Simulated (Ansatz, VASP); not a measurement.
# Fe in VASP and in Ansatz

```
CELL_PARAMETERS angstrom
0.00000 1.90244 1.92533
1.46811 0.00000 1.92533
1.46811 1.90244 0.00000
ATOMIC_POSITIONS crystal
Fe 0.00000 0.00000 0.00000
```

Change from the starting cell: volume scaled by 0.9405.

Alike in both runs: task single point; functional PBE; k mesh 16 × 16 × 16; occupations fermi-dirac, width 0.05 eV; collinear spin.

```csv
,VASP,Ansatz
version,VASP 6.6.1,Ansatz 0.2.0
potentials or method,"VASP PAW PBE potentials, release 64 (Fe), cutoff 520 eV","all-electron LAPW, scalar-relativistic"
```

Ansatz gave:

| Item | Value |
| --- | --- |
| pressure (GPa) | 12.1 |
| traceless stress, the component that is largest in VASP (GPa) | -7.25 |
| net moment per atom (μB) | 2.06 |
| size of the moment on the site where the two differ most (μB) | 2.11 |

Task: What did VASP give for the same quantities?

Result: Pressure (GPa): 12.1; traceless stress, the component that is largest in VASP (GPa): -7.03; net moment per atom (μB): 2.09; size of the moment on the site where the two differ most (μB): 2.08.

Site moments also hang on the region over which each program counts them. Ansatz ran all-electron here, and VASP with PAW potentials.
